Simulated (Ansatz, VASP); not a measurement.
Al2Au in VASP and in Ansatz

```
Al Au
1.0
     0.00000    2.93876    2.93876
     2.93876    0.00000    2.93876
     2.93876    2.93876    0.00000
Al Au
2 1
Direct
  0.25000 0.25000 0.25000
  0.75000 0.75000 0.75000
  0.00000 0.00000 0.00000
```

Change from the starting cell: volume scaled by 0.94.

Alike in both runs: task single point; functional LDA; k mesh 11 × 11 × 11; occupations fermi-dirac, width 0.05 eV; no spin polarisation.

```csv
,VASP,Ansatz
version,VASP 6.6.1,Ansatz 0.2.0
potentials or method,"VASP PAW LDA potentials, release 64 (Al, Au), cutoff 520 eV","all-electron LAPW, scalar-relativistic"
```

```csv
,VASP,Ansatz,Ansatz less VASP
pressure (GPa),5.6,5.3,-0.27
```

LDA's correlation is that of Perdew and Zunger in VASP and of Perdew and Wang (1992) in Ansatz. Ansatz ran all-electron here, and VASP with PAW potentials.

Spin-orbit coupling is off throughout.
